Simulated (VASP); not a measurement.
Runs of VASP 6.6.1 on ZnO. The structure is that of space group Pm-3m (No. 221), or close to it. The cells are those of the table. 

| task | level | cell | k mesh | cutoff (eV) | grid for exact exchange (PRECFOCK) | share of exact exchange | screening parameter | gap on the mesh (eV) | pressure (GPa) |
| --- | --- | --- | --- | --- | --- | --- | --- | --- | --- |
| single point | PBE | a = 2.652 Å, 2 atoms | 10 × 10 × 10 | 600 | - | - | - | (c) | 7.7 |
| relaxation of cell and atoms | PBEsol-based screened hybrid with 25 % exact exchange | relaxed from a = 2.688 Å, 2 atoms | 5 × 5 × 5 | 600 | Normal | 0.25 | 0.207 1/Å | 1.07 | -0.2 |
| single point | PBE-based screened hybrid with 25 % exact exchange | a = 2.648 Å, 2 atoms | 5 × 5 × 5 | 520 | Normal | 0.25 | 0.3 1/Å | 0.71 | 1.1 |
| single point | PBE0 | a = 2.645 Å, 2 atoms | 5 × 5 × 5 | 520 | Normal | 0.25 | - | 1.69 | (b) |
| single point | PBEsol-based global hybrid with 25 % exact exchange | a = 2.617 Å, 2 atoms | 5 × 5 × 5 | 520 | Normal | 0.25 | - | (a) | 1.3 |

Alike in all rows: potentials or basis VASP PAW PBE potentials, release 64 (Zn, O); no spin polarisation; smearing fermi-dirac 0.05 eV.

Task: Fill in the values left out.

Result: (a) 1.88; (b) 1.0; (c) none.

Caveats: some runs use coarse meshes; the PAW data sets were made with another functional, which shifts forces and pressure a little (at least some runs); an odd mesh through Γ misses points on the zone boundary, where band edges can lie (at least some runs); the cell stands under pressure (at least some runs); semilocal functionals underestimate gaps, so a narrow gap can read as zero (at least some runs).
